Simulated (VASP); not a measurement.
A run of VASP 6.6.1:

Contents of INCAR:

```
SYSTEM = ScAl3
PREC = Accurate ; ENCUT = 520
EDIFF = 1E-7 ; ISMEAR = 0
SIGMA = 0.15 ; LREAL = .False.
LASPH = .True. ; NELM = 60
ALGO = Fast ; ISIF = 2
LWAVE = .False. ; LCHARG = .False.
GGA = PE ; NBANDS = 18
```

KPOINTS

```
Automatic mesh
0
Gamma
  12 12 12
  0 0 0
```

POSCAR

```
ScAl3
1.0
    4.1053305968      0.0000000000      0.0000000000
    0.0000000000      4.1053305968      0.0000000000
    0.0000000000      0.0000000000      4.1053305968
Sc Al
1 3
Direct
   -0.0172241130      0.0172241130      0.0000000000
    0.5000000000      0.0000000000      0.5000000000
    0.0000000000      0.5000000000      0.5000000000
    0.5000000000      0.5000000000      0.0000000000
```

Potentials or basis: VASP PAW PBE potentials, release 64 (Sc_sv, Al).

The run is started by

```sh
$ cat potpaw_PBE.64/Sc_sv/POTCAR potpaw_PBE.64/Al/POTCAR > POTCAR
$ mpirun -np 1 vasp_std > vasp.out
```

Hardware: 1 thread of Intel(R) Xeon(R) Platinum 8259CL CPU @ 2.50GHz (Skylake/Cascade Lake), with other jobs on the host.

Problem. Estimate the wall time of this run.

Solution. Run time: 4.5 min on 1 thread of Intel(R) Xeon(R) Platinum 8259CL CPU @ 2.50GHz (Skylake/Cascade Lake), with other jobs on the host, peak memory 0.45 GiB. Counts: scf iterations 19, k points 301.
